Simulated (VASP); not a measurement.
# GaN (P6_3/mmc) in VASP: a series of runs, part 2 of 2

VASP 6.6.1.

### Step 3. Single point, PBE (9.66 Å³/atom)

This run uses another cell than the first one, of 9.66 Å³/atom.

File INCAR:

```
ALGO = Normal
EDIFF = 1E-6
ENCUT = 520
GGA = PE
ISIF = 2
ISMEAR = 0
LASPH = T
LCHARG = T
LELF = T
LREAL = F
LVHAR = T
LWAVE = F
NBANDS = 26
NELM = 60
PREC = Accurate
SIGMA = 0.01
```

File KPOINTS:

```
k-points
0
Gamma
  9 9 4
```

File POSCAR:

```
GaN
1.0
    2.9747599802      0.0000000000      0.0000000000
   -1.4873799901      2.5762177130      0.0000000000
    0.0000000000      0.0000000000      5.0440053186
Ga N
2 2
Direct
    0.0000000000      0.0000000000      0.0000000000
    0.0000000000      0.0000000000      0.5000000000
    0.3333333333      0.6666666667      0.2500000000
    0.6666666667      0.3333333333      0.7500000000
```

Potentials or basis: VASP PAW PBE potentials, release 64 (Ga_d, N).

Started as:

```console
$ cat potpaw_PBE.64/Ga_d/POTCAR potpaw_PBE.64/N/POTCAR > POTCAR
$ mpirun -np 1 vasp_std > vasp.out
```

OUTCAR:

```text
EDIFF = 1E-6
   ENCUT = 520
   GGA = PE
   ISIF = 2
   ISMEAR = 0
   LASPH = T
   LREAL = F
   NELM = 60
   PREC = Accurate

 ion  position               nearest neighbor table
   1  0.000  0.000  0.000-   3 2.13   4 2.13   3 2.13   4 2.13   4 2.13   3 2.13   2 2.52   2 2.52

   2  0.000  0.000  0.500-   3 2.13   4 2.13   3 2.13   4 2.13   4 2.13   3 2.13   1 2.52   1 2.52

   3  0.333  0.667  0.250-   1 2.13   2 2.13   1 2.13   2 2.13   1 2.13   2 2.13
   4  0.667  0.333  0.750-   1 2.13   2 2.13   1 2.13   2 2.13   1 2.13   2 2.13

  LATTYP: Found a hexagonal cell.
 ALAT       =     2.9747599802
 C/A-ratio  =     1.6956007719

  Lattice vectors:

 A1 = (   2.9747599802,   0.0000000000,   0.0000000000)
 A2 = (  -1.4873799901,   2.5762177130,   0.0000000000)
 A3 = (   0.0000000000,   0.0000000000,   5.0440053186)

Analysis of symmetry for initial positions (statically):
=====================================================================
 Subroutine PRICEL returns:
 Original cell was already a primitive cell.

 Routine SETGRP: Setting up the symmetry group for a
 hexagonal supercell.

 Subroutine GETGRP returns: Found 24 space group operations
 (whereof 12 operations were pure point group operations)
 out of a pool of 24 trial point group operations.

The static configuration has the point symmetry D_3d.
 The point group associated with its full space group is D_6h.

Analysis of symmetry for dynamics (positions and initial velocities):
=====================================================================
 Subroutine PRICEL returns:
 Original cell was already a primitive cell.

 Routine SETGRP: Setting up the symmetry group for a
 hexagonal supercell.

 Subroutine GETGRP returns: Found 24 space group operations
 (whereof 12 operations were pure point group operations)
 out of a pool of 24 trial point group operations.
[... 122 lines left out ...]
   EFERMI_NEDOS =   21; number of points for ismear=-14 and -15
   IALGO  =     38    algorithm
   IMIX   =      4    mixing-type and parameters
     AMIX     =   0.40;   BMIX     =  1.00
     AMIX_MAG =   1.60;   BMIX_MAG =  1.00
  volume/ion in A,a.u.               =       9.66        65.21
  Fermi-wavevector in a.u.,A,eV,Ry     =   1.598720  3.021142 34.775194  2.555905
  Thomas-Fermi vector in A             =   2.696125
   LORBIT       =      0    0 simple, 1 ext, 2 COOP (PROOUT), +10 PAW based schemes
   GGA     = PE    functional components
   LHFCALC =     F    Hartree Fock is set to
   AEXX    =    0.0000 exact exchange contribution
   IVDW    =     0    specifies the selected vdW correction
   LEPSILON=     F    determine dielectric tensor
   LRPA    =     F    only Hartree local field effects (RPA)
 non-spin polarized calculation
 Gauss-broadening in eV      SIGMA  =   0.01
  energy-cutoff  :      520.00
  volume of cell :       38.66
 maximum number of plane-waves:      1062
 NGX is ok and might be reduce to    24
   NGX = 11   NGY = 11   NGZ = 19

 number of electron      36.0000038 magnetization

 Free energy of the ion-electron system (eV)
  ---------------------------------------------------
  ext. energy  EPLUGINS =         0.00000000
  ---------------------------------------------------
  free energy    TOTEN  =       -21.86589463 eV

  energy without entropy =      -21.86589463  energy(sigma->0) =      -21.86589463

 E-fermi :   7.8145     XC(G=0): -12.9074

 val. band max:        7.6890258392   @ k =   0.1111   0.0000   0.0000
 cond. band min:       8.9801698381   @ k =   0.3333   0.3333   0.0000
 fundamental gap:      1.2911439990
 Fermi energy:         7.8144970770

 k-point     1 :       0.0000    0.0000    0.0000
  band No.  band energies     occupation
      1      -9.5411      2.00000
      2      -6.9200      2.00000
      3      -6.6722      2.00000
      4      -6.6722      2.00000
      5      -6.6618      2.00000
      6      -6.5067      2.00000
[... 685 lines left out ...]
     25      18.3999      0.00000
     26      20.7242      0.00000

 [... further k-points ...]

------------------------ aborting loop because EDIFF is reached ----------------------------------------

  FORCE on cell =-STRESS in cart. coord.  units (eV):
  Direction    XX          YY          ZZ          XY          YZ          ZX
  --------------------------------------------------------------------------------------
  -------------------------------------------------------------------------------------
  Total        1.6535151      1.6535151      1.9627822      0.0000000      0.0000000      0.0000000
  in kB       68.5344177     68.5344177     81.3528309      0.0000000      0.0000000      0.0000000
  external PRESSURE =      72.8072221 kB  Pullay stress =       0.0000000 kB

 VOLUME and BASIS-vectors are now :
 -----------------------------------------------------------------------------
  energy-cutoff  :      520.00
  volume of cell :       38.66
      direct lattice vectors                 reciprocal lattice vectors
     2.974759980  0.000000000  0.000000000     0.336161575  0.194082976  0.000000000
    -1.487379990  2.576217713  0.000000000     0.000000000  0.388165952  0.000000000
     0.000000000  0.000000000  5.044005319     0.000000000  0.000000000  0.198255144

 POSITION                                       TOTAL-FORCE (eV/Angst)
 -----------------------------------------------------------------------------------
      0.00000      0.00000      0.00000        -0.000000      0.000000      0.000000
      0.00000      0.00000      2.52200        -0.000000      0.000000      0.000000
     -0.00000      1.71748      1.26100         0.000000     -0.000000      0.000000
      1.48738      0.85874      3.78300        -0.000000      0.000000      0.000000
 -----------------------------------------------------------------------------------
    total drift:                               -0.000000      0.000000      0.000000

  FREE ENERGIE OF THE ION-ELECTRON SYSTEM (eV)
  ---------------------------------------------------
  free  energy   TOTEN  =       -21.8658946332 eV

  energy  without entropy=      -21.8658946332  energy(sigma->0) =      -21.86589463
```

stdout:

```text
POSCAR found type information on POSCAR GaN
 POSCAR found :  2 types and       4 ions
 scaLAPACK will be used
 LDA part: xc-table for (Slater+PW92), standard interpolation
 POSCAR, INCAR and KPOINTS ok, starting setup
 FFT: planning ... GRIDC
 FFT: planning ... GRID_SOFT
 FFT: planning ... GRID
 WAVECAR not read
 entering main loop
```

Wall time 34 s (1 thread of AMD EPYC 7R43 (Zen 3), shared host); peak memory 0.14 GiB.

What came out:

* Free energy: -21.8659 eV
* Pressure: 7.3 GPa
* Band gap on the k mesh: 1.29 eV (least direct gap 1.69 eV)

Caveat: the cell stands under pressure; an odd mesh through Γ misses points on the zone boundary, where band edges can lie.
